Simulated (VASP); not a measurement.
Write the native input for VASP 6.6.1 that does the following.

```yaml
Task: relaxation of cell and atoms
Functional: PBE
Potentials_or_basis: VASP PAW PBE potentials, release 64 (Li_sv, W_sv, O)
Cutoff: 600 eV
k_mesh: 9 × 9 × 14
Occupations: gaussian, width 0.1 eV
Spin: no spin polarisation
Dipole_correction: no
Further_INCAR_settings: ALGO = Normal; EDIFF = 1e-07; IBRION = 2; EDIFFG = -0.01; NSW = 100; ISIF = 3
```

The structure of Li2WO3 lies in POSCAR:

```
Li2WO3
1.0
    4.8001958677      0.0000000000      0.0000000000
   -2.4000979338      4.1570915646      0.0000000000
    0.0000000000      0.0000000000      2.5920962337
Li W O
2 1 3
Direct
    0.3333333333      0.6666666667      0.0000000000
    0.6666666667      0.3333333333      0.0000000000
    0.0000000000      0.0000000000      0.0000000000
    0.5000000000      0.0000000000      0.5000000000
    0.0000000000      0.5000000000      0.5000000000
    0.5000000000      0.5000000000      0.5000000000
```

One way to write it, as run:

INCAR

```
SYSTEM = Li2WO3
PREC = Accurate ; ENCUT = 600
EDIFF = 1E-7 ; ISMEAR = 0
SIGMA = 0.1 ; LREAL = .False.
LASPH = .True. ; NELM = 100
ALGO = Normal ; ISIF = 3
LWAVE = .False. ; LCHARG = .False.
GGA = PE ; IBRION = 2
NSW = 100 ; EDIFFG = -0.01
```

KPOINTS

```
Automatic mesh
0
Gamma
  9 9 14
  0 0 0
```

Potentials or basis: VASP PAW PBE potentials, release 64 (Li_sv, W_sv, O).

Command:

```bash
$ cat potpaw_PBE.64/Li_sv/POTCAR potpaw_PBE.64/W_sv/POTCAR potpaw_PBE.64/O/POTCAR > POTCAR
$ mpirun -np 1 vasp_std > vasp.out
```

Results of the run:

```
Relaxed volume                         : 8.67 Å³/atom
Relaxed cell                           : a = 4.796 Å, b = 4.796 Å, c = 2.613 Å, α = 90.00°, β = 90.00°, γ = 120.00°
Space group after relaxing (to 0.05 Å) : P6/mmm (No. 191)
Energy gained by relaxing              : 0.8 meV/atom
Ionic steps                            : 4
Pressure after relaxing                : 0.0 GPa
Band gap on the k mesh                 : zero (band 19 reaches 7.18 eV, above the bottom of band 20 at 5.50 eV)
```

Caveat: the cutoff is under 1.25 times the usual one of these potentials, so pressure, stress and relaxed cells hold a basis-set (Pulay) error; spin-orbit coupling is left out, which moves the levels of the heavy elements.

Run time: 4.1 min on 1 thread of AMD EPYC 9R45 96-Core Processor (Zen 5) (shared host), peak memory 0.25 GiB.
